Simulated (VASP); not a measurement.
The system is ZnO.

```
Zn O
1.0
     3.24198    0.00000    0.00000
    -1.62099    2.80764    0.00000
     0.00000    0.00000    5.22764
Zn O
2 2
Direct
  0.33333 0.66667 0.00145
  0.66667 0.33333 0.50145
  0.33333 0.66667 0.38065
  0.66667 0.33333 0.88065
```

Base run:

* Program: VASP 6.6.1
* Functional: RPBE
* Dispersion: D4
* Potentials or basis: VASP PAW PBE potentials, release 64 (Zn, O)
* Cutoff: 520 eV
* k mesh: 8 × 8 × 6
* Occupations: gaussian, width 0.05 eV
* Spin: no spin polarisation

Its results: band gap on the k mesh 0.87 eV, direct; pressure 3.1 GPa.

**Question.** The run is repeated on the same cell with these changes: functional from RPBE to PBE. What comes out?

**Answer.** Band gap on the k mesh 0.78 eV, direct; pressure 2.6 GPa.

PBE binds more tightly than RPBE, so the same cell stands under less pressure.

Caveats: the PAW data sets were made with another functional, which shifts forces and pressure a little (some runs).

